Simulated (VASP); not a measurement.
# Si4N3 (P-43m) in VASP: further runs

Runs on Si4N3. Level: PBE. Tasks: single point, relaxation of cell and atoms.

All numbers are computed with VASP 6.6.1; they aren't measurements. Logs are shortened: lines on timing, memory, paths and dates and some standing lists are left out, and cuts for length are marked.

## (1) The cell of the first run

It takes space group P-43m (No. 215, cubic). Conventional cell: a = 4.165 Å, b = 4.165 Å, c = 4.165 Å, α = 90.00°, β = 90.00°, γ = 90.00°. Within 2.5 Å of Si (site symmetry 3m) lie 3 N at 1.89 Å. N (site symmetry -42m) has 4 Si at 1.89 Å within 2.5 Å.

## (2) Single point, PBE

File INCAR:

```
PREC     = Accurate       # precision mode
ENCUT    = 520            # plane-wave cutoff, eV
EDIFF    = 1E-6           # SCF threshold, eV
ISMEAR   = 0              # smearing method
SIGMA    = 0.1            # smearing width, eV
LREAL    = F              # projectors in reciprocal space
LASPH    = T              # aspherical terms in the spheres
NELM     = 100            # most SCF steps
ALGO     = Normal         # electronic algorithm
ISIF     = 2              # what is computed and relaxed
LWAVE    = F              # write WAVECAR
LCHARG   = F              # write CHGCAR
GGA      = PE             # functional
NBANDS   = 24             # bands
```

File KPOINTS:

```
Automatic mesh
0
Gamma
  10 10 10
```

File POSCAR:

```
Si4N3
1.0
    4.1649542309      0.0000000000      0.0000000000
    0.0000000000      4.1649542309      0.0000000000
    0.0000000000      0.0000000000      4.1649542309
Si N
4 3
Direct
    0.2820698350      0.2820698350      0.7179301650
    0.7179301650      0.7179301650      0.7179301650
    0.2820698350      0.7179301650      0.2820698350
    0.7179301650      0.2820698350      0.2820698350
    0.0000000000      0.0000000000      0.5000000000
    0.5000000000      0.0000000000      0.0000000000
    0.0000000000      0.5000000000      0.0000000000
```

Potentials or basis: VASP PAW PBE potentials, release 64 (Si, N).

Command:

```sh
cat potpaw_PBE.64/Si/POTCAR potpaw_PBE.64/N/POTCAR > POTCAR
mpirun -np 1 vasp_std > vasp.out
```

OUTCAR:

```text
PREC = Accurate
   ENCUT = 520
   EDIFF = 1E-6
   ISMEAR = 0
   LREAL = F
   LASPH = T
   NELM = 100
   ISIF = 2
   GGA = PE

 ion  position               nearest neighbor table
   1  0.282  0.282  0.718-   5 1.89   6 1.89   7 1.89   2 2.57   3 2.57   4 2.57   3 2.97   4 2.97
                             2 2.97   3 2.97   2 2.97   4 2.97
   2  0.718  0.718  0.718-   5 1.89   6 1.89   7 1.89   1 2.57   3 2.57   4 2.57   1 2.97   3 2.97
                             1 2.97   4 2.97   3 2.97   4 2.97
   3  0.282  0.718  0.282-   5 1.89   6 1.89   7 1.89   1 2.57   2 2.57   4 2.57   1 2.97   4 2.97
                             1 2.97   2 2.97   2 2.97   4 2.97
   4  0.718  0.282  0.282-   5 1.89   6 1.89   7 1.89   1 2.57   2 2.57   3 2.57   1 2.97   3 2.97
                             1 2.97   2 2.97   2 2.97   3 2.97
   5  0.000  0.000  0.500-   1 1.89   2 1.89   3 1.89   4 1.89
   6  0.500  0.000  0.000-   1 1.89   2 1.89   3 1.89   4 1.89
   7  0.000  0.500  0.000-   1 1.89   2 1.89   3 1.89   4 1.89

  LATTYP: Found a simple cubic cell.
 ALAT       =     4.1649542309

  Lattice vectors:

 A1 = (   4.1649542309,   0.0000000000,   0.0000000000)
 A2 = (   0.0000000000,   4.1649542309,   0.0000000000)
 A3 = (   0.0000000000,   0.0000000000,   4.1649542309)

Analysis of symmetry for initial positions (statically):
=====================================================================
 Subroutine PRICEL returns:
 Original cell was already a primitive cell.

 Routine SETGRP: Setting up the symmetry group for a
 simple cubic supercell.

 Subroutine GETGRP returns: Found 24 space group operations
 (whereof 24 operations were pure point group operations)
 out of a pool of 48 trial point group operations.

The static configuration has the point symmetry T_d .

Analysis of symmetry for dynamics (positions and initial velocities):
=====================================================================
 Subroutine PRICEL returns:
 Original cell was already a primitive cell.

 Routine SETGRP: Setting up the symmetry group for a
 simple cubic supercell.

 Subroutine GETGRP returns: Found 24 space group operations
 (whereof 24 operations were pure point group operations)
 out of a pool of 48 trial point group operations.

The dynamic configuration has the point symmetry T_d .

 Subroutine INISYM returns: Found 24 space group operations
 (whereof 24 operations are pure point group operations),
 and found     1 'primitive' translations

----------------------------------------------------------------------------------------

                                     Primitive cell

  volume of cell :      72.2488

  direct lattice vectors                    reciprocal lattice vectors
     4.164954231  0.000000000  0.000000000     0.240098677  0.000000000  0.000000000
     0.000000000  4.164954231  0.000000000     0.000000000  0.240098677  0.000000000
     0.000000000  0.000000000  4.164954231     0.000000000  0.000000000  0.240098677

  length of vectors
     4.164954231  4.164954231  4.164954231     0.240098677  0.240098677  0.240098677

  position of ions in fractional coordinates (direct lattice)
     0.282069835  0.282069835  0.717930165
     0.717930165  0.717930165  0.717930165
     0.282069835  0.717930165  0.282069835
     0.717930165  0.282069835  0.282069835
     0.000000000  0.000000000  0.500000000
     0.500000000  0.000000000  0.000000000
     0.000000000  0.500000000  0.000000000

  ion indices of the primitive-cell ions
   primitive index   ion index
                 1           1
                 2           2
                 3           3
                 4           4
                 5           5
                 6           6
                 7           7

----------------------------------------------------------------------------------------

 KPOINTS: Automatic mesh

Automatic generation of k-mesh.
 Grid dimensions read from file:
 generate k-points for:   10   10   10

 Generating k-lattice:

  Cartesian coordinates                     Fractional coordinates (reciprocal lattice)
     0.024009868  0.000000000  0.000000000     0.100000000  0.000000000  0.000000000
     0.000000000  0.024009868  0.000000000     0.000000000  0.100000000  0.000000000
     0.000000000  0.000000000  0.024009868     0.000000000  0.000000000  0.100000000

  Length of vectors
     0.024009868  0.024009868  0.024009868

  Shift w.r.t. Gamma in fractional coordinates (k-lattice)
     0.000000000  0.000000000  0.000000000

 Subroutine IBZKPT returns following result:
 ===========================================

 Found     56 irreducible k-points:

 Following reciprocal coordinates:
            Coordinates               Weight
  0.000000  0.000000  0.000000      1.000000
  0.100000  0.000000  0.000000      6.000000
  0.200000  0.000000  0.000000      6.000000
  0.300000  0.000000  0.000000      6.000000
  0.400000  0.000000  0.000000      6.000000
[... 81 lines left out ...]
      1      -8.9971      2.00000
      2      -5.7591      2.00000
      3      -5.7591      2.00000
      4       0.7759      2.00000
      5       0.7759      2.00000
      6       0.7759      2.00000
[... 16 lines left out ...]
     23      15.1399      0.00000
     24      17.9962      0.00000

 k-point     2 :       0.1000    0.0000    0.0000
  band No.  band energies     occupation
      1      -8.9406      2.00000
      2      -5.8631      2.00000
      3      -5.7477      2.00000
      4       0.4968      2.00000
      5       0.8300      2.00000
      6       0.8300      2.00000
[... 16 lines left out ...]
     23      15.5879      0.00000
     24      17.7794      0.00000

 k-point     3 :       0.2000    0.0000    0.0000
  band No.  band energies     occupation
      1      -8.7742      2.00000
      2      -6.1525      2.00000
      3      -5.7173      2.00000
      4       0.1650      2.00000
      5       0.9863      2.00000
      6       0.9863      2.00000
[... 16 lines left out ...]
     23      16.5713      0.00000
     24      17.2121      0.00000

 k-point     4 :       0.3000    0.0000    0.0000
  band No.  band energies     occupation
      1      -8.5096      2.00000
      2      -6.5656      2.00000
      3      -5.6789      2.00000
      4      -0.0319      2.00000
      5       1.2221      2.00000
      6       1.2221      2.00000
[... 16 lines left out ...]
     23      16.4249      0.00000
     24      17.4333      0.00000

 k-point     5 :       0.4000    0.0000    0.0000
  band No.  band energies     occupation
      1      -8.1807      2.00000
      2      -7.0116      2.00000
      3      -5.6470      2.00000
      4      -0.1191      2.00000
      5       1.4762      2.00000
      6       1.4762      2.00000
[... 16 lines left out ...]
     23      17.4788      0.00000
     24      17.4788      0.00000

 k-point     6 :       0.5000    0.0000    0.0000
  band No.  band energies     occupation
      1      -7.9596      2.00000
      2      -7.2766      2.00000
      3      -5.6347      2.00000
      4      -0.1416      2.00000
      5       1.6030      2.00000
      6       1.6030      2.00000
[... 16 lines left out ...]
     23      18.0933      0.00000
     24      18.0933      0.00000
[... 379 lines left out ...]
 k-point    21 :       0.5000    0.5000    0.0000
  band No.  band energies     occupation
      1      -6.9253      2.00000
      2      -6.9253      2.00000
      3      -6.8471      2.00000
      4      -1.7177      2.00000
      5       1.8855      2.00000
      6       1.8855      2.00000
[... 16 lines left out ...]
     23      17.9023      0.00000
     24      18.0364      0.00000

 k-point    22 :       0.1000    0.1000    0.1000
  band No.  band energies     occupation
      1      -8.8289      2.00000
      2      -5.8887      2.00000
      3      -5.8887      2.00000
      4       0.0371      2.00000
      5       1.0633      2.00000
      6       1.0633      2.00000
[... 16 lines left out ...]
     23      16.2047      0.00000
     24      18.0226      0.00000

 k-point    23 :       0.2000    0.1000    0.1000
  band No.  band energies     occupation
      1      -8.6652      2.00000
      2      -6.1523      2.00000
      3      -5.8534      2.00000
      4      -0.2208      2.00000
      5       1.1569      2.00000
      6       1.2897      2.00000
[... 16 lines left out ...]
     23      16.7533      0.00000
     24      17.7392      0.00000

 k-point    24 :       0.3000    0.1000    0.1000
  band No.  band energies     occupation
      1      -8.4051      2.00000
      2      -6.5370      2.00000
      3      -5.8086      2.00000
      4      -0.3650      2.00000
      5       1.2688      2.00000
      6       1.4300      2.00000
[... 16 lines left out ...]
     23      16.7125      0.00000
     24      17.8210      0.00000

 [... further k-points ...]
[... 5 lines left out ...]
  --------------------------------------------------------------------------------------
  -------------------------------------------------------------------------------------
  Total       -0.0303274     -0.0303274     -0.0303274      0.0000000     -0.0000000     -0.0000000
  in kB       -0.6725345     -0.6725345     -0.6725345      0.0000000     -0.0000000     -0.0000000
  external PRESSURE =      -0.6725345 kB  Pullay stress =       0.0000000 kB

 VOLUME and BASIS-vectors are now :
 -----------------------------------------------------------------------------
  energy-cutoff  :      520.00
  volume of cell :       72.25
      direct lattice vectors                 reciprocal lattice vectors
     4.164954231  0.000000000  0.000000000     0.240098677  0.000000000  0.000000000
     0.000000000  4.164954231  0.000000000     0.000000000  0.240098677  0.000000000
     0.000000000  0.000000000  4.164954231     0.000000000  0.000000000  0.240098677

 POSITION                                       TOTAL-FORCE (eV/Angst)
 -----------------------------------------------------------------------------------
      1.17481      1.17481      2.99015        -0.005496     -0.005496      0.005496
      2.99015      2.99015      2.99015         0.005496      0.005496      0.005496
      1.17481      2.99015      1.17481        -0.005496      0.005496     -0.005496
      2.99015      1.17481      1.17481         0.005496     -0.005496     -0.005496
      0.00000      0.00000      2.08248         0.000000      0.000000      0.000000
      2.08248      0.00000      0.00000        -0.000000      0.000000      0.000000
      0.00000      2.08248      0.00000        -0.000000      0.000000      0.000000
 -----------------------------------------------------------------------------------
    total drift:                                0.000000      0.000000      0.000000

  FREE ENERGIE OF THE ION-ELECTRON SYSTEM (eV)
  ---------------------------------------------------
  free  energy   TOTEN  =       -48.3750389522 eV

  energy  without entropy=      -48.3620151704  energy(sigma->0) =      -48.36852706
```

Wall time 27 s (1 thread of Intel Xeon 6975P-C (Granite Rapids), shared host); peak memory 0.2 GiB.

What came out:

| Property | Result |
| --- | --- |
| Free energy | -48.3750 eV |
| Pressure | -0.1 GPa |
| Largest force | 0.010 eV/Å |

Forces on the atoms (eV/Å):
```
Si  -0.005 -0.005  0.005
Si   0.005  0.005  0.005
Si  -0.005  0.005 -0.005
Si   0.005 -0.005 -0.005
N    0.000  0.000  0.000
N    0.000  0.000  0.000
N    0.000  0.000  0.000
```

Levels at points of the mesh, in eV from the Fermi level:
| k point | band 13 | band 14 | band 15 | band 16 | band 17 | band 18 | band 19 | band 20 |
| --- | --- | --- | --- | --- | --- | --- | --- | --- |
| (0.00, 0.00, 0.00) | -4.04 | -1.56 | -1.56 | 1.27 | 1.27 | 1.27 | 2.26 | 3.70 |
| (0.50, 0.00, 0.00) | -4.34 | -3.69 | -0.26 | -0.26 | 2.00 | 2.68 | 4.66 | 5.03 |
| (0.50, 0.50, 0.00) | -3.44 | -2.06 | -0.41 | -0.41 | 3.23 | 4.64 | 4.64 | 5.27 |
| (0.50, 0.50, 0.50) | -3.34 | 1.00 | 1.00 | 1.00 | 3.34 | 3.34 | 3.34 | 5.66 |

## (3) Relaxation of cell and atoms, PBE

File INCAR:

```
SYSTEM = Si4N3
  PREC = Accurate
  ENCUT = 600
  EDIFF = 1E-6
  ISMEAR = 0
  SIGMA = 0.1
  LREAL = .False.
  LASPH = .True.
  NELM = 100
  ALGO = Normal
  ISIF = 3
  LWAVE = .False.
  LCHARG = .False.
  GGA = PE
  IBRION = 2
  NSW = 100
  EDIFFG = -0.01
```

File KPOINTS:

```
regular mesh
0
Gamma
  10 10 10
  0 0 0
```

File POSCAR:

```
Si4N3
1.0
    4.1652830708      0.0000000000      0.0000000000
    0.0000000000      4.1652830708      0.0000000000
    0.0000000000      0.0000000000      4.1652830708
Si N
4 3
Direct
    0.2818914093      0.2818914093      0.7181085907
    0.7181085907      0.7181085907      0.7181085907
    0.2818914093      0.7181085907      0.2818914093
    0.7181085907      0.2818914093      0.2818914093
    0.0000000000      0.0000000000      0.5000000000
    0.5000000000      0.0000000000      0.0000000000
    0.0000000000      0.5000000000      0.0000000000
```

Potentials or basis: VASP PAW PBE potentials, release 64 (Si, N).

Command:

```sh
cat potpaw_PBE.64/Si/POTCAR potpaw_PBE.64/N/POTCAR > POTCAR
mpirun -np 1 vasp_std > vasp.out
```

It took 61 s on 1 thread of Intel Xeon 6975P-C (Granite Rapids), shared host; peak memory 0.24 GiB.

Results (log left out):

```
Free energy                            : -48.3808 eV
Relaxed volume                         : 10.31 Å³/atom
Relaxed cell                           : a = 4.164 Å, b = 4.164 Å, c = 4.164 Å, α = 90.00°, β = 90.00°, γ = 90.00°
Space group after relaxing (to 0.05 Å) : P-43m (No. 215)
Energy gained by relaxing              : 0.0 meV/atom
Ionic steps                            : 3
Pressure after relaxing                : 0.0 GPa
```

Step by step:
```csv
step,energy change (eV),largest force (eV/Å),pressure (GPa),volume (Å³)
1,0.0000,0.0361,-0.17,72.27
2,-0.0001,0.0194,0.06,72.15
3,-0.0001,0.0020,0.00,72.19
```

Final structure:
```yaml
crystal:
  lattice:
    - [4.16382, 0.00000, 0.00000]
    - [0.00000, 4.16382, 0.00000]
    - [0.00000, 0.00000, 4.16382]
  atoms:
    - { symbol: Si, position: [0.28206, 0.28206, 0.71794] }
    - { symbol: Si, position: [0.71794, 0.71794, 0.71794] }
    - { symbol: Si, position: [0.28206, 0.71794, 0.28206] }
    - { symbol: Si, position: [0.71794, 0.28206, 0.28206] }
    - { symbol: N, position: [0.00000, 0.00000, 0.50000] }
    - { symbol: N, position: [0.50000, 0.00000, 0.00000] }
    - { symbol: N, position: [0.00000, 0.50000, 0.00000] }
```

Levels at points of the mesh, in eV from the Fermi level:
```
           k point  band 12  band 13  band 14  band 15  band 16  band 17  band 18  band 19
(0.00, 0.00, 0.00)    -4.05    -4.05    -1.56    -1.56     1.27     1.27     1.27     2.26
(0.50, 0.00, 0.00)    -4.39    -4.34    -3.69    -0.26    -0.26     1.99     2.68     4.66
(0.50, 0.50, 0.00)    -4.42    -3.44    -2.06    -0.41    -0.41     3.23     4.64     4.64
(0.50, 0.50, 0.50)    -3.35    -3.35     1.00     1.00     1.00     3.35     3.35     3.35
```

## (4) Single point, PBE

This run uses another cell than the first one, of 9.43 Å³/atom, 0.914 times its volume.

File INCAR:

```
SYSTEM = Si4N3
  ALGO = Normal
  EDIFF = 1E-6
  ENCUT = 520
  GGA = PE
  ISIF = 2
  ISMEAR = 0
  LASPH = .TRUE.
  LCHARG = .FALSE.
  LREAL = .FALSE.
  LWAVE = .FALSE.
  NBANDS = 24
  NELM = 100
  PREC = Accurate
  SIGMA = 0.1
```

File KPOINTS:

```
k-points
0
G
  4 4 4
  0 0 0
```

File POSCAR:

```
Si4N3
1.0
    4.0415235500      0.0000000000      0.0000000000
    0.0000000000      4.0415235500      0.0000000000
    0.0000000000      0.0000000000      4.0415235500
Si N
4 3
Direct
    0.2456870000      0.2456870000      0.7543130000
    0.7543130000      0.7543130000      0.7543130000
    0.2456870000      0.7543130000      0.2456870000
    0.7543130000      0.2456870000      0.2456870000
    0.0000000000      0.0000000000      0.5000000000
    0.5000000000      0.0000000000      0.0000000000
    0.0000000000      0.5000000000      0.0000000000
```

Command:

```sh
cat potpaw_PBE.64/Si/POTCAR potpaw_PBE.64/N/POTCAR > POTCAR
mpirun -np 1 vasp_std > vasp.out
```

Wall time 7.3 s (1 thread of Intel Xeon 6975P-C (Granite Rapids), shared host); peak memory 0.16 GiB.

The run converged. Its results:

| Quantity | Value |
| --- | --- |
| Free energy | -43.6245 eV |
| Pressure | 42.4 GPa |
| Largest force | 5.656 eV/Å |

Forces in eV/Å, atoms in the order of the input:
```
Si   3.266  3.266 -3.266
Si  -3.266 -3.266 -3.266
Si   3.266 -3.266  3.266
Si  -3.266  3.266  3.266
N    0.000  0.000  0.000
N    0.000  0.000  0.000
N    0.000  0.000  0.000
```

Levels at points of the mesh, in eV from the Fermi level:
```tsv
k point	band 14	band 15	band 16	band 17	band 18	band 19
(0.00, 0.00, 0.00)	-2.76	-1.76	-1.76	1.80	1.80	1.80
(0.50, 0.00, 0.00)	-3.73	-0.02	0.36	0.36	1.63	3.03
(0.50, 0.50, 0.00)	-1.49	-0.64	-0.64	2.15	3.24	3.24
(0.50, 0.50, 0.50)	1.27	1.27	1.27	2.20	2.20	2.20
```

Caveat: the k points lie up to 0.39 Å⁻¹ apart; forces of over 1 eV/Å act on the atoms, so gaps and moduli don't describe the material at rest.

## (5) Summary

```csv
task,cell,k mesh,cutoff (eV),gap on the mesh (eV),pressure (GPa),largest force (eV/Å)
single point,"a = 4.165 Å, 7 atoms",10 × 10 × 10,520,none,-0.1,0.01
relaxation of cell and atoms,"relaxed from a = 4.165 Å, 7 atoms",10 × 10 × 10,600,none,0.0,-
single point,"a = 4.042 Å, 7 atoms",4 × 4 × 4,520,none,42.4,5.66
```

Alike in all rows: level PBE; potentials or basis VASP PAW PBE potentials, release 64 (Si, N); no spin polarisation; smearing gaussian 0.1 eV.

Caveats: some runs use coarse meshes; forces of over 1 eV/Å act on the atoms, so gaps and moduli don't describe the material at rest (some runs).

Total energies depend on the potentials used, so only differences within one code and one set of settings carry meaning.
